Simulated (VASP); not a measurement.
# Al12H in VASP: a series of runs

Runs on Al12H. Level: PBE. Tasks: single point.

Program: VASP 6.6.1. These are calculated values, not measurements. Logs are shortened: lines on timing, memory, paths and dates and some standing lists are left out, and cuts for length are marked.

### 1 The cell of the first run

The cell holds a slab with vacuum, 13 atoms: a = 5.714 Å, b = 5.714 Å, c = 21.602 Å, α = 90.00°, β = 90.00°, γ = 120.00°.

### 2 Single point, PBE, collinear spin

INCAR

```
  PREC = Accurate
  ENCUT = 520
  EDIFF = 1E-7
  ISMEAR = 0
  SIGMA = 0.1
  LREAL = False
  LASPH = True
  NELM = 150
  ALGO = Normal
  ISIF = 2
  LWAVE = False
  LCHARG = False
  ISPIN = 2
  MAGMOM = 0 0 0 0 0 0 0 0 0 0 0 0 1
  LORBIT = 11
  LDIPOL = True
  IDIPOL = 3
  DIPOL = 0.5 0.5 0.299
  GGA = PE
  NBANDS = 34
```

KPOINTS

```
Automatic mesh
0
Gamma
  6 6 1
```

POSCAR

```
Al12H
1.0
    5.7143028096      0.0000000000      0.0000000000
   -2.8571514048      4.9487313980      0.0000000000
    0.0000000000      0.0000000000     21.6016424764
Al H
12 1
Direct
    0.3333333333      0.1666666667      0.1851711047
    0.3333333333      0.6666666667      0.1851711047
    0.8333333333      0.1666666667      0.1851711047
    0.8333333333      0.6666666667      0.1851711047
    0.1666666667      0.3333333333      0.2916873740
    0.1666666667      0.8333333333      0.2916873740
    0.6666666667      0.3333333333      0.2916873740
    0.6666666667      0.8333333333      0.2916873740
    0.0000000000      0.0000000000      0.3981939098
    0.0000000000      0.5000000000      0.3981939098
    0.5000000000      0.0000000000      0.3981939098
    0.5000000000      0.5000000000      0.3981939098
    0.3333333333     -0.3333333333      0.3843060770
```

Potentials or basis: VASP PAW PBE potentials, release 64 (Al, H).

On the command line:

```sh
$ cat potpaw_PBE.64/Al/POTCAR potpaw_PBE.64/H/POTCAR > POTCAR
$ mpirun -np 1 vasp_std > vasp.out
```

OUTCAR:

```text
PREC = Accurate
   ENCUT = 520
   EDIFF = 1E-7
   ISMEAR = 0
   LREAL = False
   LASPH = True
   NELM = 150
   ISIF = 2
   ISPIN = 2
   LORBIT = 11
   GGA = PE

 ion  position               nearest neighbor table
   1  0.333  0.167  0.185-   5 2.83   6 2.83   7 2.83   4 2.86   2 2.86   2 2.86   4 2.86   3 2.86
                             3 2.86
   2  0.333  0.667  0.185-   6 2.83   5 2.83   8 2.83   3 2.86   1 2.86   1 2.86   3 2.86   4 2.86
                             4 2.86
   3  0.833  0.167  0.185-   7 2.83   8 2.83   5 2.83   4 2.86   2 2.86   4 2.86   2 2.86   1 2.86
                             1 2.86
   4  0.833  0.667  0.185-   8 2.83   7 2.83   6 2.83   3 2.86   1 2.86   3 2.86   1 2.86   2 2.86
                             2 2.86
   5  0.167  0.333  0.292-   9 2.83  12 2.83  10 2.83   1 2.83   2 2.83   3 2.83   8 2.86   6 2.86
                             6 2.86   8 2.86   7 2.86   7 2.86
   6  0.167  0.833  0.292-  10 2.83  11 2.83   9 2.83   2 2.83   1 2.83   4 2.83   7 2.86   5 2.86
                             5 2.86   7 2.86   8 2.86   8 2.86
   7  0.667  0.333  0.292-  11 2.83  10 2.83  12 2.83   3 2.83   4 2.83   1 2.83   8 2.86   6 2.86
                             8 2.86   6 2.86   5 2.86   5 2.86
   8  0.667  0.833  0.292-  12 2.83   9 2.83  11 2.83   4 2.83   3 2.83   2 2.83   7 2.86   5 2.86
                             7 2.86   5 2.86   6 2.86   6 2.86
   9  0.000  0.000  0.398-   5 2.83   8 2.83   6 2.83  10 2.86  12 2.86  10 2.86  12 2.86  11 2.86
                            11 2.86
  10  0.000  0.500  0.398-  13 1.68   6 2.83   7 2.83   5 2.83  11 2.86   9 2.86   9 2.86  11 2.86
                            12 2.86  12 2.86
  11  0.500  0.000  0.398-  13 1.68   7 2.83   6 2.83   8 2.83  12 2.86  10 2.86  12 2.86  10 2.86
                             9 2.86   9 2.86
  12  0.500  0.500  0.398-  13 1.68   8 2.83   5 2.83   7 2.83  11 2.86   9 2.86  11 2.86   9 2.86
                            10 2.86  10 2.86
  13  0.333  0.667  0.384-  11 1.68  10 1.68  12 1.68

  LATTYP: Found a hexagonal cell.
 ALAT       =     5.7143028096
 C/A-ratio  =     3.7802761240

  Lattice vectors:

 A1 = (   5.7143028096,   0.0000000000,   0.0000000000)
 A2 = (  -2.8571514048,   4.9487313980,   0.0000000000)
 A3 = (   0.0000000000,   0.0000000000,  21.6016424764)

Analysis of symmetry for initial positions (statically):
=====================================================================
 Subroutine PRICEL returns:
 Original cell was already a primitive cell.

 Routine SETGRP: Setting up the symmetry group for a
 hexagonal supercell.

 Subroutine GETGRP returns: Found  6 space group operations
 (whereof  6 operations were pure point group operations)
 out of a pool of 24 trial point group operations.

The static configuration has the point symmetry C_3v.

Analysis of symmetry for dynamics (positions and initial velocities):
=====================================================================
 Subroutine PRICEL returns:
 Original cell was already a primitive cell.

 Routine SETGRP: Setting up the symmetry group for a
 hexagonal supercell.

 Subroutine GETGRP returns: Found  6 space group operations
 (whereof  6 operations were pure point group operations)
 out of a pool of 24 trial point group operations.

The dynamic configuration has the point symmetry C_3v.

Analysis of structural, dynamic, and magnetic symmetry:
=====================================================================
 Subroutine PRICEL returns:
 Original cell was already a primitive cell.

 Routine SETGRP: Setting up the symmetry group for a
 hexagonal supercell.

 Subroutine GETGRP returns: Found  6 space group operations
 (whereof  6 operations were pure point group operations)
 out of a pool of 24 trial point group operations.

The overall configuration has the point symmetry C_3v.

 Subroutine INISYM returns: Found  6 space group operations
 (whereof  6 operations are pure point group operations),
 and found     1 'primitive' translations

----------------------------------------------------------------------------------------

                                     Primitive cell

  volume of cell :     610.8631

  direct lattice vectors                    reciprocal lattice vectors
     5.714302810  0.000000000  0.000000000     0.174999476  0.101035995  0.000000000
    -2.857151405  4.948731398  0.000000000     0.000000000  0.202071990  0.000000000
     0.000000000  0.000000000 21.601642476     0.000000000  0.000000000  0.046292776

  length of vectors
     5.714302810  5.714302810 21.601642476     0.202071990  0.202071990  0.046292776

  position of ions in fractional coordinates (direct lattice)
     0.333333333  0.166666667  0.185171105
     0.333333333  0.666666667  0.185171105
     0.833333333  0.166666667  0.185171105
     0.833333333  0.666666667  0.185171105
     0.166666667  0.333333333  0.291687374
     0.166666667  0.833333333  0.291687374
     0.666666667  0.333333333  0.291687374
[... 65 lines left out ...]
   NGXF,Y,Z  is equivalent  to a cutoff of  24.44, 24.44, 24.93 a.u.
 SYSTEM =  unknown system
   PREC   = accura    normal or accurate (medium, high low for compatibility)
   ISTART =      0    job   : 0-new  1-cont  2-samecut
   ICHARG =      2    charge: 1-file 2-atom 10-const
   ISPIN  =      2    spin polarized calculation?
   LNONCOLLINEAR =      F non collinear calculations
   LSORBIT =      F    spin-orbit coupling
   LASPH  =      T    aspherical Exc in radial PAW
   ENCUT  =  520.0 eV  38.22 Ry    6.18 a.u.  10.62 10.62 40.16*2*pi/ulx,y,z
   NELM   =    150;   NELMIN=  2; NELMDL= -5     # of ELM steps
   EDIFF  = 0.1E-06   stopping-criterion for ELM
   LREAL  =      F    real-space projection
   EDIFFG = 0.1E-05   stopping-criterion for IOM
   NSW    =      0    number of steps for IOM
   IBRION =     -1    ionic relax: 0-MD 1-quasi-New 2-CG
   NFREE  =      0    steps in history (QN), initial steepest desc. (CG)
   ISIF   =      2    stress and relaxation
   ISYM   =      2    0-nonsym 1-usesym 2-fastsym
   POTIM  = 0.5000    time-step for ionic-motion
   TEBEG  =    0.0;   TEEND  =   0.0 temperature during run
   PSTRESS=    0.0 pullay stress
   NELECT =      37.0000    total number of electrons
   NUPDOWN=      -1.0000    fix difference up-down
   EMIN   =  10.00;   EMAX   =-10.00  energy-range for DOS
   EFERMI =   0.00;   METHOD = LEGACY
   ISMEAR =     0;   SIGMA  =   0.10  broadening in eV -4-tet -1-fermi 0-gaus
   EFERMI_NEDOS =   21; number of points for ismear=-14 and -15
   IALGO  =     38    algorithm
   IMIX   =      4    mixing-type and parameters
     AMIX     =   0.40;   BMIX     =  1.00
     AMIX_MAG =   1.60;   BMIX_MAG =  1.00
  volume/ion in A,a.u.               =      46.99       317.10
  Fermi-wavevector in a.u.,A,eV,Ry     =   0.642926  1.214953  5.624015  0.413353
  Thomas-Fermi vector in A             =   1.709757
   LORBIT       =     11    0 simple, 1 ext, 2 COOP (PROOUT), +10 PAW based schemes
   GGA     = PE    functional components
   LHFCALC =     F    Hartree Fock is set to
   AEXX    =    0.0000 exact exchange contribution
   IVDW    =     0    specifies the selected vdW correction
   LEPSILON=     F    determine dielectric tensor
   LRPA    =     F    only Hartree local field effects (RPA)
 spin polarized calculation
 Gauss-broadening in eV      SIGMA  =   0.10
  energy-cutoff  :      520.00
  volume of cell :      610.86
 maximum number of plane-waves:     16489
   NGX = 21   NGY = 21   NGZ = 81

 dipolmoment           0.000000      0.000000      0.079655 electrons x Angstroem

 number of electron      37.0000001 magnetization       0.0000236

 number of electron      37.0000001 magnetization      -0.0000070

 dipolmoment           0.000000      0.000000     -0.002533 electrons x Angstroem

 Free energy of the ion-electron system (eV)
  ---------------------------------------------------
  ext. energy  EPLUGINS =         0.00000000
  ---------------------------------------------------
  free energy    TOTEN  =       -44.48995391 eV

  energy without entropy =      -44.46204863  energy(sigma->0) =      -44.47600127

 E-fermi :   0.0896     XC(G=0):  -4.1331

 val. band max:        0.0623904880   @ k =   0.1667   0.1667   0.0000
 cond. band min:       0.0965123357   @ k =   0.1667   0.1667   0.0000
 fundamental gap:      0.0341218477
 Fermi energy:         0.0895870070

 spin component 1

 k-point     1 :       0.0000    0.0000    0.0000
  band No.  band energies     occupation
      1     -11.1443      1.00000
      2      -9.5516      1.00000
      3      -7.0896      1.00000
      4      -5.9112      1.00000
      5      -4.7859      1.00000
      6      -4.7859      1.00000
[... 220 lines left out ...]
     29       3.2022      0.00000
     30       3.3180      0.00000
 Fermi energy:         0.0895870070

 spin component 2

 k-point     1 :       0.0000    0.0000    0.0000
  band No.  band energies     occupation
      1     -11.1443      1.00000
      2      -9.5516      1.00000
      3      -7.0896      1.00000
      4      -5.9112      1.00000
      5      -4.7859      1.00000
      6      -4.7859      1.00000
[... 220 lines left out ...]
     29       3.2022      0.00000
     30       3.3180      0.00000
 [bands above 30 left out]

------------------------ aborting loop because EDIFF is reached ----------------------------------------

 vacuum level on the upper side and lower side of the slab       (xc-potential included)        -0.017        -0.001

  FORCE on cell =-STRESS in cart. coord.  units (eV):
  Direction    XX          YY          ZZ          XY          YZ          ZX
  --------------------------------------------------------------------------------------
  -------------------------------------------------------------------------------------
  Total        0.1320631      0.1320631      1.5116037     -0.0000000      0.0000000      0.0000000
  in kB        0.3463764      0.3463764      3.9646479     -0.0000000      0.0000000      0.0000000
  external PRESSURE =       1.5524669 kB  Pullay stress =       0.0000000 kB

 VOLUME and BASIS-vectors are now :
 -----------------------------------------------------------------------------
  energy-cutoff  :      520.00
  volume of cell :      610.86
      direct lattice vectors                 reciprocal lattice vectors
     5.714302810  0.000000000  0.000000000     0.174999476  0.101035995  0.000000000
    -2.857151405  4.948731398  0.000000000     0.000000000  0.202071990  0.000000000
     0.000000000  0.000000000 21.601642476     0.000000000  0.000000000  0.046292776

 POSITION                                       TOTAL-FORCE (eV/Angst)
 -----------------------------------------------------------------------------------
      1.42858      0.82479      4.00000        -0.022486     -0.012982     -0.073051
     -0.00000      3.29915      4.00000         0.000000      0.000000      0.030213
      4.28573      0.82479      4.00000         0.022486     -0.012982     -0.073051
      2.85715      3.29915      4.00000         0.000000      0.025965     -0.073051
      0.00000      1.64958      6.30093        -0.000000     -0.131014     -0.114629
     -1.42858      4.12394      6.30093        -0.113461      0.065507     -0.114629
      2.85715      1.64958      6.30093         0.000000      0.000000      0.055465
      1.42858      4.12394      6.30093         0.113461      0.065507     -0.114629
      0.00000      0.00000      8.60164        -0.000000      0.000000      0.058906
     -1.42858      2.47437      8.60164        -1.080770     -0.623983      0.141068
      2.85715      0.00000      8.60164        -0.000000      1.247966      0.141068
      1.42858      2.47437      8.60164         1.080770     -0.623983      0.141068
     -0.00000      3.29915      8.30164         0.000000      0.000000     -0.004749
 -----------------------------------------------------------------------------------
    total drift:                                0.000000      0.000000      0.000006

  FREE ENERGIE OF THE ION-ELECTRON SYSTEM (eV)
  ---------------------------------------------------
  free  energy   TOTEN  =       -44.4899539067 eV

  energy  without entropy=      -44.4620486284  energy(sigma->0) =      -44.47600127

 vacuum level on the upper side and lower side of the slab         3.949         3.953

 total charge

# of ion       s       p       d       tot
------------------------------------------
    1        0.451   0.312   0.000   0.763
    2        0.449   0.312   0.000   0.760
    3        0.451   0.312   0.000   0.763
    4        0.451   0.312   0.000   0.763
    5        0.431   0.350   0.000   0.781
    6        0.431   0.350   0.000   0.781
    7        0.429   0.346   0.000   0.775
    8        0.431   0.350   0.000   0.781
    9        0.432   0.323   0.000   0.755
   10        0.453   0.325   0.000   0.778
   11        0.453   0.325   0.000   0.778
   12        0.453   0.325   0.000   0.778
   13        0.610   0.030   0.000   0.640
--------------------------------------------------
tot          5.925   3.973   0.000   9.898

 magnetization (x)

# of ion       s       p       d       tot
------------------------------------------
    1       -0.000   0.000   0.000  -0.000
    2       -0.000   0.000   0.000  -0.000
    3       -0.000   0.000   0.000  -0.000
    4       -0.000   0.000   0.000  -0.000
    5       -0.000   0.000   0.000  -0.000
    6       -0.000   0.000   0.000  -0.000
    7        0.000   0.000   0.000   0.000
    8       -0.000   0.000   0.000  -0.000
    9       -0.000  -0.000   0.000  -0.000
   10        0.000   0.000   0.000   0.000
   11        0.000   0.000   0.000   0.000
   12        0.000   0.000   0.000   0.000
   13       -0.000  -0.000   0.000  -0.000
--------------------------------------------------
tot          0.000   0.000   0.000   0.000
```

It took 8.4 min on 1 thread of Intel Xeon 6975P-C (Granite Rapids), shared host; peak memory 0.89 GiB.

Results:

- Free energy: -44.4900 eV
- Largest force: 1.256 eV/Å
- Net moment: 0.00 μB per cell
- Valence electrons inside the program's atomic spheres: Al 0.76, 0.78 (each value once); H 0.64

Forces in eV/Å, atoms in the order of the input:
```
Al  -0.022 -0.013 -0.073
Al   0.000  0.000  0.030
Al   0.022 -0.013 -0.073
Al   0.000  0.026 -0.073
Al   0.000 -0.131 -0.115
Al  -0.113  0.066 -0.115
Al   0.000  0.000  0.055
Al   0.113  0.066 -0.115
Al   0.000  0.000  0.059
Al  -1.081 -0.624  0.141
Al   0.000  1.248  0.141
Al   1.081 -0.624  0.141
H    0.000  0.000 -0.005
```

[end of part 1 of 2]
